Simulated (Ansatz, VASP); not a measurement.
## InP, level by level in two programs

```
CELL_PARAMETERS angstrom
0.00000 2.89089 2.89089
2.89089 0.00000 2.89089
2.89089 2.89089 0.00000
ATOMIC_POSITIONS crystal
In 0.00000 0.00000 0.00000
P 0.75000 0.75000 0.75000
```

Single points on this cell with VASP 6.6.1 and Ansatz 0.2.0. Each row is one pair of runs. Alike in all rows: spin: off; smearing: fermi-dirac, width 0.05 eV; VASP's potentials, cutoff: VASP PAW PBE potentials, release 64 (In_d, P), 520 eV.

| level | k mesh | Ansatz's potentials, cutoff | gap on the k mesh at the Fermi level (eV), VASP | gap on the k mesh at the Fermi level (eV), Ansatz | least direct gap on the mesh (eV), VASP | least direct gap on the mesh (eV), Ansatz | pressure (GPa), VASP | pressure (GPa), Ansatz |
| --- | --- | --- | --- | --- | --- | --- | --- | --- |
| PBE+D4 | 8 × 8 × 8 | Ansatz PAW, 420 eV | 0.93 | 0.94 | 0.93 | 0.94 | 4.1 | 4.2 |
| revPBE | 8 × 8 × 8 | Ansatz PAW, 420 eV | 1.03 | 1.04 | 1.03 | 1.04 | 8.0 | 8.1 |
| BLYP+D3(BJ) | 8 × 8 × 8 | Ansatz PAW, 420 eV | 0.86 | 0.83 | 0.86 | 0.83 | 4.7 | 4.7 |
| r2SCAN+D4 | 8 × 8 × 8 | Ansatz PAW, 500 eV | 1.41 | 1.40 | 1.41 | 1.40 | 4.2 | 4.3 |
| PBEsol-based global hybrid | 4 × 4 × 4 | Ansatz PAW, 420 eV | 2.40 | 2.35 | 2.40 | 2.35 | 2.7 | 2.9 |
| B3LYP | 4 × 4 × 4 | Ansatz PAW, 420 eV | 2.11 | 2.04 | 2.11 | 2.04 | 8.1 | 8.2 |

Gap on the k mesh at the fermi level (eV): the two programs differ by at most 0.071; least direct gap on the mesh (eV): the two programs differ by at most 0.071; pressure (GPa): the two programs differ by at most 0.18.

The k mesh is coarse in some rows, so the values compare programs but aren't converged.
